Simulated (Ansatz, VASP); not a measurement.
Te2Mo: VASP beside Ansatz

```
CELL_PARAMETERS angstrom
3.63006 0.00000 0.00000
-1.81503 3.14372 0.00000
0.00000 0.00000 17.86775
ATOMIC_POSITIONS crystal
Te 0.33333 0.66667 0.10214
Te 0.33333 0.66667 0.89786
Mo 0.00000 0.00000 0.00000
```

Change from the starting cell: volume scaled by 1.06.

Alike in both runs: task single point; functional LDA; k mesh 9 × 9 × 2; occupations fermi-dirac, width 0.05 eV; no spin polarisation.

|  | VASP | Ansatz |
| --- | --- | --- |
| version | VASP 6.6.1 | Ansatz 0.2.0 |
| potentials or method | VASP PAW LDA potentials, release 64 (Te, Mo_sv), cutoff 520 eV | all-electron LAPW, scalar-relativistic |

Ansatz gave:

| Property | Result |
| --- | --- |
| gap on the k mesh at the Fermi level (eV) | 0.96 |
| least direct gap on the mesh (eV) | 0.96 |
| rms of the force components (eV/Å) | 0.538 |

Which values does VASP return?

gap on the k mesh at the Fermi level (eV): 0.96; least direct gap on the mesh (eV): 0.96; rms of the force components (eV/Å): 0.519.

LDA's correlation is that of Perdew and Zunger in VASP and of Perdew and Wang (1992) in Ansatz. Atom by atom the forces differ by 0.019 eV/Å (rms over components). Ansatz ran all-electron here, and VASP with PAW potentials.

Neither program's run includes spin-orbit coupling.
